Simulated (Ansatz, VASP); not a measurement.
BeCd3S2 in VASP and in Ansatz

```xyz
6
Lattice="4.1559 0.0000 0.0000 0.0000 4.1559 0.0000 0.0000 0.0000 9.1221" Properties=species:S:1:pos:R:3 pbc="T T T"
Be    0.0000    0.0000    4.5610
Cd    2.0779    2.0779    0.0000
Cd    0.0000    0.0000    0.0000
Cd    2.0779    2.0779    4.5610
S     0.0000    2.0779    3.2344
S     2.0779    0.0000    5.8877
```

Change from the starting cell: species swapped into the Li3MnAs2 type (P-4m2, No. 115).

Alike in both runs: functional PBE; k mesh 4 × 4 × 4; occupations gaussian, width 0.1 eV; no spin polarisation.

Ansatz relaxed the structure, and its values are those at the end. VASP's run is a single point on that final structure, the one shown.

|  | VASP | Ansatz |
| --- | --- | --- |
| version | VASP 6.6.1 | Ansatz 0.2.0 |
| potentials or method | VASP PAW PBE potentials, release 64 (Be, Cd, S), cutoff 520 eV | scalar-relativistic, plane waves, PAW |
| valence electrons in the cell | 50 | 74 |

```csv
,VASP,Ansatz,Ansatz less VASP
gap on the k mesh at the Fermi level (eV),none,none,-
pressure (GPa),0.2,0.0,-0.19
rms of the force components (eV/Å),0.013,0.004,-0.0085
```

A gap of «none» marks a metal or a gap that the smearing closes. With one functional, cell and mesh, what is left measures potentials, basis and numerics. VASP's potentials hold 50 valence electrons a cell and Ansatz's 74, so a difference there can come from the potentials and not from the codes.

The k mesh is coarse, so the values compare programs but aren't converged.
